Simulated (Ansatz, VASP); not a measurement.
**SiGe in VASP and in Ansatz**

```
CELL_PARAMETERS angstrom
3.70923 0.00000 0.00000
-1.85461 3.21229 0.00000
0.00000 0.00000 6.77332
ATOMIC_POSITIONS crystal
Si 0.66667 0.33333 0.87461
Si 0.33333 0.66667 0.37461
Ge 0.66667 0.33333 0.50039
Ge 0.33333 0.66667 0.00039
```

Change from the starting cell: strain -0.050 along x and y, +0.050 along z, atoms carried along.

Alike in both runs: task single point; functional PBEsol; k mesh 12 × 12 × 6; occupations gaussian, width 0.03 eV; no spin polarisation.

|  | VASP | Ansatz |
| --- | --- | --- |
| version | VASP 6.6.1 | Ansatz 0.2.0 |
| potentials or method | VASP PAW PBE potentials, release 64 (Si, Ge_d), cutoff 520 eV | scalar-relativistic, plane waves, PAW |
| valence electrons in the cell | 36 | 36 |

```tsv
	VASP	Ansatz	Ansatz less VASP
gap on the k mesh at the Fermi level (eV)	0.08	0.08	+0.002
least direct gap on the mesh (eV)	0.20	0.20	0.000
pressure (GPa)	5.9	6.0	+0.10
traceless stress, the component that is largest in VASP (GPa)	-13.88	-13.84	+0.033
rms of the force components (eV/Å)	0.546	0.549	+0.0031
```

VASP's potentials were made for PBE, not for PBEsol. Atom by atom the forces differ by 0.003 eV/Å (rms over components).
